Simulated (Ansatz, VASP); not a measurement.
## Two plane-wave programs on Sc2BC2

```
CELL_PARAMETERS angstrom
-1.63357 1.63357 5.25284
1.63357 -1.63357 5.25284
1.63357 1.63357 -5.25284
ATOMIC_POSITIONS crystal
Sc 0.34897 0.34897 0.00000
Sc 0.65103 0.65103 0.00000
B 0.00000 0.00000 0.00000
C 0.14001 0.14001 0.00000
C 0.85999 0.85999 0.00000
```

Alike in both runs: functional LDA; k mesh 16 × 16 × 16; occupations gaussian, width 0.1 eV; no spin polarisation.

Ansatz relaxed the structure, and its values are those at the end. VASP's run is a single point on that final structure, the one shown.

|  | VASP | Ansatz |
| --- | --- | --- |
| version | VASP 6.6.1 | Ansatz 0.2.0 |
| potentials or method | VASP PAW LDA potentials, release 64 (Sc_sv, B, C), cutoff 600 eV | scalar-relativistic, plane waves, PAW |
| valence electrons in the cell | 33 | 33 |

Ansatz gave:

- gap on the k mesh at the Fermi level (eV): none
- pressure (GPa): 0.0
- rms of the force components (eV/Å): 0.000

Problem. What did VASP give for the same quantities?

Solution. gap on the k mesh at the Fermi level (eV): none; pressure (GPa): 0.7; rms of the force components (eV/Å): 0.015.

LDA's correlation is that of Perdew and Zunger in VASP and of Perdew and Wang (1992) in Ansatz. A gap of «none» marks a metal or a gap that the smearing closes.
